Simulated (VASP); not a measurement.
# Mo in VASP: further runs

Runs on Mo. Level: PBE. Tasks: single point.

Everything below comes from runs of VASP 6.6.1. Logs are shortened: lines on timing, memory, paths and dates and some standing lists are left out, and cuts for length are marked.

## Step 1: The cell of the first run

The cell holds a wire with vacuum, 8 atoms: a = 13.500 Å, b = 14.000 Å, c = 4.200 Å, α = 90.00°, β = 90.00°, γ = 90.00°.

## Step 2: Single point, PBE

File INCAR:

```
SYSTEM = Mo
PREC = Accurate
ENCUT = 520
EDIFF = 1E-6
ISMEAR = 0
SIGMA = 0.05
LREAL = .FALSE.
LASPH = .TRUE.
NELM = 100
ALGO = Normal
ISIF = 2
LWAVE = .FALSE.
LCHARG = .FALSE.
GGA = PE
NBANDS = 66
```

File KPOINTS:

```
regular mesh
0
G
  1 1 8
  0 0 0
```

File POSCAR:

```
Mo
1.0
   13.5000000000      0.0000000000      0.0000000000
    0.0000000000     14.0000000000      0.0000000000
    0.0000000000      0.0000000000      4.1996724249
Mo
8
Direct
    0.5000000000      0.5587741301      0.0000000000
    0.5000000000      0.3445958882      0.0000000000
    0.3489518378      0.5539543516      0.5000000000
    0.6510481622      0.5539543516      0.5000000000
    0.3489518378      0.4460456484      0.0000000000
    0.6510481622      0.4460456484      0.0000000000
    0.5000000000      0.6554041118      0.5000000000
    0.5000000000      0.4412258699      0.5000000000
```

Potentials or basis: VASP PAW PBE potentials, release 64 (Mo_sv).

The run is started by

```sh
$ cat potpaw_PBE.64/Mo_sv/POTCAR > POTCAR
$ mpirun -np 1 vasp_std > vasp.out
```

OUTCAR:

```text
SYSTEM = Mo
   PREC = Accurate
   ENCUT = 520
   EDIFF = 1E-6
   ISMEAR = 0
   LREAL = .FALSE.
   LASPH = .TRUE.
   NELM = 100
   ISIF = 2
   GGA = PE

 ion  position               nearest neighbor table
   1  0.500  0.559  0.000-   7 2.50   7 2.50   5 2.58   6 2.58   8 2.67   8 2.67   3 2.93   4 2.93
                             3 2.93   4 2.93   2 3.00
   2  0.500  0.345  0.000-   5 2.49   6 2.49   8 2.50   8 2.50   1 3.00
   3  0.349  0.554  0.500-   7 2.49   8 2.58   5 2.59   5 2.59   1 2.93   1 2.93
   4  0.651  0.554  0.500-   7 2.49   8 2.58   6 2.59   6 2.59   1 2.93   1 2.93
   5  0.349  0.446  0.000-   2 2.49   1 2.58   3 2.59   3 2.59   8 2.93   8 2.93
   6  0.651  0.446  0.000-   2 2.49   1 2.58   4 2.59   4 2.59   8 2.93   8 2.93
   7  0.500  0.655  0.500-   3 2.49   4 2.49   1 2.50   1 2.50   8 3.00
   8  0.500  0.441  0.500-   2 2.50   2 2.50   4 2.58   3 2.58   1 2.67   1 2.67   5 2.93   6 2.93
                             5 2.93   6 2.93   7 3.00

  LATTYP: Found a simple orthorhombic cell.
 ALAT       =     4.1996724249
 B/A-ratio  =     3.2145364291
 C/A-ratio  =     3.3335933338

  Lattice vectors:

 A1 = (   0.0000000000,   0.0000000000,   4.1996724249)
 A2 = (  13.5000000000,   0.0000000000,   0.0000000000)
 A3 = (   0.0000000000,  14.0000000000,   0.0000000000)

Analysis of symmetry for initial positions (statically):
=====================================================================
 Subroutine PRICEL returns:
 Original cell was already a primitive cell.

 Routine SETGRP: Setting up the symmetry group for a
 simple orthorhombic supercell.

 Subroutine GETGRP returns: Found  8 space group operations
 (whereof  4 operations were pure point group operations)
 out of a pool of  8 trial point group operations.

The static configuration has the point symmetry C_2v.
 The point group associated with its full space group is D_2h.

Analysis of symmetry for dynamics (positions and initial velocities):
=====================================================================
 Subroutine PRICEL returns:
 Original cell was already a primitive cell.

 Routine SETGRP: Setting up the symmetry group for a
 simple orthorhombic supercell.

 Subroutine GETGRP returns: Found  8 space group operations
 (whereof  4 operations were pure point group operations)
 out of a pool of  8 trial point group operations.

The dynamic configuration has the point symmetry C_2v.
 The point group associated with its full space group is D_2h.

 Subroutine INISYM returns: Found  8 space group operations
 (whereof  4 operations are pure point group operations),
 and found     1 'primitive' translations

----------------------------------------------------------------------------------------

                                     Primitive cell

  volume of cell :     793.7381

  direct lattice vectors                    reciprocal lattice vectors
    13.500000000  0.000000000  0.000000000     0.074074074  0.000000000  0.000000000
     0.000000000 14.000000000  0.000000000     0.000000000  0.071428571  0.000000000
     0.000000000  0.000000000  4.199672425     0.000000000  0.000000000  0.238113810

  length of vectors
    13.500000000 14.000000000  4.199672425     0.074074074  0.071428571  0.238113810

  position of ions in fractional coordinates (direct lattice)
     0.500000000  0.558774130  0.000000000
     0.500000000  0.344595888  0.000000000
     0.348951838  0.553954352  0.500000000
     0.651048162  0.553954352  0.500000000
     0.348951838  0.446045648  0.000000000
     0.651048162  0.446045648  0.000000000
     0.500000000  0.655404112  0.500000000
     0.500000000  0.441225870  0.500000000

  ion indices of the primitive-cell ions
   primitive index   ion index
                 1           1
                 2           2
                 3           3
                 4           4
                 5           5
                 6           6
                 7           7
                 8           8

----------------------------------------------------------------------------------------

 KPOINTS: regular mesh

Automatic generation of k-mesh.
 Grid dimensions read from file:
 generate k-points for:    1    1    8

 Generating k-lattice:

  Cartesian coordinates                     Fractional coordinates (reciprocal lattice)
     0.074074074  0.000000000  0.000000000     1.000000000  0.000000000  0.000000000
     0.000000000  0.071428571  0.000000000     0.000000000  1.000000000  0.000000000
     0.000000000  0.000000000  0.029764226     0.000000000  0.000000000  0.125000000

  Length of vectors
     0.074074074  0.071428571  0.029764226

  Shift w.r.t. Gamma in fractional coordinates (k-lattice)
     0.000000000  0.000000000  0.000000000

 Subroutine IBZKPT returns following result:
 ===========================================

 Found      5 irreducible k-points:

 Following reciprocal coordinates:
            Coordinates               Weight
  0.000000  0.000000  0.000000      1.000000
  0.000000  0.000000  0.125000      2.000000
  0.000000  0.000000  0.250000      2.000000
  0.000000  0.000000  0.375000      2.000000
  0.000000  0.000000  0.500000      1.000000
   k-points           NKPTS =      5   k-points in BZ     NKDIM =      5   number of bands    NBANDS=     66
   number of dos      NEDOS =    301   number of ions     NIONS =      8
   total plane-waves  NPLWV = 345600
   dimension x,y,z NGX =   100 NGY =  108 NGZ =   32
   dimension x,y,z NGXF=   200 NGYF=  216 NGZF=   64
   ions per type =               8
   NGX,Y,Z   is equivalent  to a cutoff of  12.31, 12.82, 12.67 a.u.
   NGXF,Y,Z  is equivalent  to a cutoff of  24.63, 25.65, 25.33 a.u.
 SYSTEM =  Mo
   PREC   = accura    normal or accurate (medium, high low for compatibility)
   ISTART =      0    job   : 0-new  1-cont  2-samecut
   ICHARG =      2    charge: 1-file 2-atom 10-const
   ISPIN  =      1    spin polarized calculation?
   LNONCOLLINEAR =      F non collinear calculations
   LSORBIT =      F    spin-orbit coupling
   LASPH  =      T    aspherical Exc in radial PAW
   ENCUT  =  520.0 eV  38.22 Ry    6.18 a.u.  25.10 26.03  7.81*2*pi/ulx,y,z
   NELM   =    100;   NELMIN=  2; NELMDL= -5     # of ELM steps
   EDIFF  = 0.1E-05   stopping-criterion for ELM
   LREAL  =      F    real-space projection
   EDIFFG = 0.1E-04   stopping-criterion for IOM
   NSW    =      0    number of steps for IOM
   IBRION =     -1    ionic relax: 0-MD 1-quasi-New 2-CG
   NFREE  =      0    steps in history (QN), initial steepest desc. (CG)
   ISIF   =      2    stress and relaxation
   ISYM   =      2    0-nonsym 1-usesym 2-fastsym
   POTIM  = 0.5000    time-step for ionic-motion
   TEBEG  =    0.0;   TEEND  =   0.0 temperature during run
   PSTRESS=    0.0 pullay stress
   NELECT =     112.0000    total number of electrons
   NUPDOWN=      -1.0000    fix difference up-down
   EMIN   =  10.00;   EMAX   =-10.00  energy-range for DOS
   EFERMI =   0.00;   METHOD = LEGACY
   ISMEAR =     0;   SIGMA  =   0.05  broadening in eV -4-tet -1-fermi 0-gaus
   EFERMI_NEDOS =   21; number of points for ismear=-14 and -15
   IALGO  =     38    algorithm
   IMIX   =      4    mixing-type and parameters
     AMIX     =   0.40;   BMIX     =  1.00
     AMIX_MAG =   1.60;   BMIX_MAG =  1.00
  volume/ion in A,a.u.               =      99.22       669.55
  Fermi-wavevector in a.u.,A,eV,Ry     =   0.852292  1.610598  9.883295  0.726402
  Thomas-Fermi vector in A             =   1.968558
   LORBIT       =      0    0 simple, 1 ext, 2 COOP (PROOUT), +10 PAW based schemes
   GGA     = PE    functional components
   LHFCALC =     F    Hartree Fock is set to
   AEXX    =    0.0000 exact exchange contribution
   IVDW    =     0    specifies the selected vdW correction
   LEPSILON=     F    determine dielectric tensor
   LRPA    =     F    only Hartree local field effects (RPA)
 non-spin polarized calculation
 Gauss-broadening in eV      SIGMA  =   0.05
  energy-cutoff  :      520.00
  volume of cell :      793.74
 maximum number of plane-waves:     21404
   NGX = 51   NGY = 53   NGZ = 15

 number of electron     112.0000007 magnetization

 Free energy of the ion-electron system (eV)
  ---------------------------------------------------
  ext. energy  EPLUGINS =         0.00000000
  ---------------------------------------------------
  free energy    TOTEN  =       -72.14840482 eV

  energy without entropy =      -72.12472098  energy(sigma->0) =      -72.13656290

 E-fermi :  -0.8136     XC(G=0):  -3.5259

 val. band max:       -0.8163435819   @ k =   0.0000   0.0000   0.1250
 cond. band min:      -0.7882901755   @ k =   0.0000   0.0000   0.2500
 fundamental gap:      0.0280534064
 Fermi energy:        -0.8136337231

 k-point     1 :       0.0000    0.0000    0.0000
  band No.  band energies     occupation
      1     -62.2329      2.00000
      2     -62.0585      2.00000
      3     -61.9324      2.00000
      4     -61.8661      2.00000
      5     -61.8510      2.00000
      6     -61.8017      2.00000
[... 58 lines left out ...]
     65       0.4287      0.00000
     66       0.4791      0.00000

 k-point     2 :       0.0000    0.0000    0.1250
  band No.  band energies     occupation
      1     -62.2185      2.00000
      2     -62.0497      2.00000
      3     -61.9248      2.00000
      4     -61.8654      2.00000
      5     -61.8648      2.00000
      6     -61.8045      2.00000
[... 58 lines left out ...]
     65       0.3061      0.00000
     66       0.4367      0.00000

 k-point     3 :       0.0000    0.0000    0.2500
  band No.  band energies     occupation
      1     -62.1775      2.00000
      2     -62.0248      2.00000
      3     -61.9067      2.00000
      4     -61.9031      2.00000
      5     -61.8725      2.00000
      6     -61.8012      2.00000
[... 58 lines left out ...]
     65       0.0942      0.00000
     66       0.1791      0.00000

 k-point     4 :       0.0000    0.0000    0.3750
  band No.  band energies     occupation
      1     -62.1158      2.00000
      2     -61.9887      2.00000
      3     -61.9678      2.00000
      4     -61.9020      2.00000
      5     -61.8707      2.00000
      6     -61.7938      2.00000
[... 58 lines left out ...]
     65       0.1596      0.00000
     66       0.2525      0.00000

 k-point     5 :       0.0000    0.0000    0.5000
  band No.  band energies     occupation
      1     -62.0428      2.00000
      2     -62.0428      2.00000
      3     -61.9436      2.00000
      4     -61.9436      2.00000
      5     -61.8323      2.00000
      6     -61.8323      2.00000
[... 58 lines left out ...]
     65       0.3227      0.00000
     66       0.3227      0.00000

------------------------ aborting loop because EDIFF is reached ----------------------------------------

  FORCE on cell =-STRESS in cart. coord.  units (eV):
  Direction    XX          YY          ZZ          XY          YZ          ZX
  --------------------------------------------------------------------------------------
  -------------------------------------------------------------------------------------
  Total        0.2986599      0.3687635      0.4401276      0.0000000      0.0000000      0.0000000
  in kB        0.6028514      0.7443571      0.8884070      0.0000000      0.0000000      0.0000000
  external PRESSURE =       0.7452051 kB  Pullay stress =       0.0000000 kB

 VOLUME and BASIS-vectors are now :
 -----------------------------------------------------------------------------
  energy-cutoff  :      520.00
  volume of cell :      793.74
      direct lattice vectors                 reciprocal lattice vectors
    13.500000000  0.000000000  0.000000000     0.074074074  0.000000000  0.000000000
     0.000000000 14.000000000  0.000000000     0.000000000  0.071428571  0.000000000
     0.000000000  0.000000000  4.199672425     0.000000000  0.000000000  0.238113810

 POSITION                                       TOTAL-FORCE (eV/Angst)
 -----------------------------------------------------------------------------------
      6.75000      7.82284      0.00000         0.000000      0.007899      0.000000
      6.75000      4.82434      0.00000         0.000000     -0.077165      0.000000
      4.71085      7.75536      2.09984        -0.049011      0.022453      0.000000
      8.78915      7.75536      2.09984         0.049011      0.022453      0.000000
      4.71085      6.24464      0.00000        -0.049011     -0.022453      0.000000
      8.78915      6.24464      0.00000         0.049011     -0.022453      0.000000
      6.75000      9.17566      2.09984         0.000000      0.077165      0.000000
      6.75000      6.17716      2.09984         0.000000     -0.007899      0.000000
 -----------------------------------------------------------------------------------
    total drift:                                0.000000     -0.000000      0.000000

  FREE ENERGIE OF THE ION-ELECTRON SYSTEM (eV)
  ---------------------------------------------------
  free  energy   TOTEN  =       -72.1484048235 eV

  energy  without entropy=      -72.1247209805  energy(sigma->0) =      -72.13656290
```

Wall time 6.4 min (1 thread of Intel Xeon 6975P-C (Granite Rapids), shared host); peak memory 0.72 GiB.

What came out:

```yaml
Free_energy: -72.1484 eV
Largest_force: 0.077 eV/Å
Band_gap_on_the_k_mesh: zero (band 56 reaches -0.82 eV, above the bottom of band 57 at -0.86 eV)
```

Forces on the atoms (eV/Å):
```
Mo   0.000  0.008  0.000
Mo   0.000 -0.077  0.000
Mo  -0.049  0.022  0.000
Mo   0.049  0.022  0.000
Mo  -0.049 -0.022  0.000
Mo   0.049 -0.022  0.000
Mo   0.000  0.077  0.000
Mo   0.000 -0.008  0.000
```

## Step 3: Single point, PBE

This run uses another cell than the first one, of 105.59 Å³/atom, 1.064 times its volume.

File INCAR:

```
ALGO     = Normal         # electronic algorithm
EDIFF    = 1E-7           # SCF threshold, eV
ENCUT    = 520            # plane-wave cutoff, eV
GGA      = PE             # functional
ISIF     = 2              # what is computed and relaxed
ISMEAR   = 0              # smearing method
LASPH    = True           # aspherical terms in the spheres
LCHARG   = False          # write CHGCAR
LREAL    = False          # projectors in reciprocal space
LWAVE    = False          # write WAVECAR
NBANDS   = 66             # bands
NELM     = 100            # most SCF steps
PREC     = Accurate       # precision mode
SIGMA    = 0.05           # smearing width, eV
```

File KPOINTS:

```
k-points
0
Gamma
  1 1 8
```

File POSCAR:

```
Mo
1.0
   13.5000000000      0.0000000000      0.0000000000
    0.0000000000     14.0000000000      0.0000000000
    0.0000000000      0.0000000000      4.4695390374
Mo
8
Direct
    0.5000000000      0.5564364529      0.0000000000
    0.5000000000      0.3306906413      0.0000000000
    0.3344615171      0.5564364529      0.5000000000
    0.6655384829      0.5564364529      0.5000000000
    0.3344615171      0.4435635471      0.0000000000
    0.6655384829      0.4435635471      0.0000000000
    0.5000000000      0.6693093587      0.5000000000
    0.5000000000      0.4435635471      0.5000000000
```

Potentials or basis: VASP PAW PBE potentials, release 64 (Mo_sv).

The run is started by

```sh
$ cat potpaw_PBE.64/Mo_sv/POTCAR > POTCAR
$ mpirun -np 1 vasp_std > vasp.out
```

OUTCAR:

```text
EDIFF = 1E-7
   ENCUT = 520
   GGA = PE
   ISIF = 2
   ISMEAR = 0
   LASPH = True
   LREAL = False
   NELM = 100
   PREC = Accurate

 ion  position               nearest neighbor table
   1  0.500  0.556  0.000-   7 2.74   7 2.74   8 2.74   8 2.74   5 2.74   6 2.74   2 3.16   3 3.16
                             4 3.16   3 3.16   4 3.16
   2  0.500  0.331  0.000-   8 2.74   8 2.74   5 2.74   6 2.74   1 3.16
   3  0.334  0.556  0.500-   5 2.74   5 2.74   7 2.74   8 2.74   1 3.16   1 3.16
   4  0.666  0.556  0.500-   6 2.74   6 2.74   7 2.74   8 2.74   1 3.16   1 3.16
   5  0.334  0.444  0.000-   3 2.74   3 2.74   2 2.74   1 2.74   8 3.16   8 3.16
   6  0.666  0.444  0.000-   4 2.74   4 2.74   2 2.74   1 2.74   8 3.16   8 3.16
   7  0.500  0.669  0.500-   1 2.74   1 2.74   4 2.74   3 2.74   8 3.16
   8  0.500  0.444  0.500-   2 2.74   2 2.74   1 2.74   1 2.74   3 2.74   4 2.74   7 3.16   6 3.16
                             5 3.16   5 3.16   6 3.16

  LATTYP: Found a simple orthorhombic cell.
 ALAT       =     4.4695390374
 B/A-ratio  =     3.0204457075
 C/A-ratio  =     3.1323140670

[... 178 lines left out ...]
 fundamental gap:      0.0299513361
 Fermi energy:        -0.9729512470

 k-point     1 :       0.0000    0.0000    0.0000
  band No.  band energies     occupation
      1     -62.3730      2.00000
      2     -62.2578      2.00000
      3     -62.1280      2.00000
      4     -62.1272      2.00000
      5     -62.0843      2.00000
      6     -62.0628      2.00000
[... 334 lines left out ...]
     65      -0.1008      0.00000
     66      -0.0999      0.00000

------------------------ aborting loop because EDIFF is reached ----------------------------------------

  FORCE on cell =-STRESS in cart. coord.  units (eV):
  Direction    XX          YY          ZZ          XY          YZ          ZX
  --------------------------------------------------------------------------------------
  -------------------------------------------------------------------------------------
  Total      -25.7720456    -21.2537555    -28.0929375      0.0000000      0.0000000      0.0000000
  in kB      -48.8804207    -40.3108284    -53.2823285      0.0000000      0.0000000      0.0000000
  external PRESSURE =     -47.4911925 kB  Pullay stress =       0.0000000 kB

 VOLUME and BASIS-vectors are now :
 -----------------------------------------------------------------------------
  energy-cutoff  :      520.00
  volume of cell :      844.74
      direct lattice vectors                 reciprocal lattice vectors
    13.500000000  0.000000000  0.000000000     0.074074074  0.000000000  0.000000000
     0.000000000 14.000000000  0.000000000     0.000000000  0.071428571  0.000000000
     0.000000000  0.000000000  4.469539037     0.000000000  0.000000000  0.223736719

 POSITION                                       TOTAL-FORCE (eV/Angst)
 -----------------------------------------------------------------------------------
      6.75000      7.79011      0.00000         0.000000      0.226955      0.000000
      6.75000      4.62967      0.00000         0.000000      3.867522      0.000000
      4.51523      7.79011      2.23477         2.863267     -1.020948      0.000000
      8.98477      7.79011      2.23477        -2.863267     -1.020948      0.000000
      4.51523      6.20989      0.00000         2.863267      1.020948      0.000000
      8.98477      6.20989      0.00000        -2.863267      1.020948      0.000000
      6.75000      9.37033      2.23477         0.000000     -3.867522      0.000000
      6.75000      6.20989      2.23477         0.000000     -0.226955      0.000000
 -----------------------------------------------------------------------------------
    total drift:                                0.000000      0.000000      0.000000

  FREE ENERGIE OF THE ION-ELECTRON SYSTEM (eV)
  ---------------------------------------------------
  free  energy   TOTEN  =       -68.9753633951 eV

  energy  without entropy=      -68.9432887716  energy(sigma->0) =      -68.95932608
```

Run time: 6.9 min. Hardware: 1 thread of Intel Xeon 6975P-C (Granite Rapids), shared host; peak memory 0.77 GiB.

Results:

* Free energy: -68.9754 eV
* Largest force: 3.868 eV/Å
* Band gap on the k mesh: zero (band 56 reaches -0.95 eV, above the bottom of band 57 at -0.96 eV)

Forces in eV/Å, atoms in the order of the input:
```
Mo   0.000  0.227  0.000
Mo   0.000  3.868  0.000
Mo   2.863 -1.021  0.000
Mo  -2.863 -1.021  0.000
Mo   2.863  1.021  0.000
Mo  -2.863  1.021  0.000
Mo   0.000 -3.868  0.000
Mo   0.000 -0.227  0.000
```
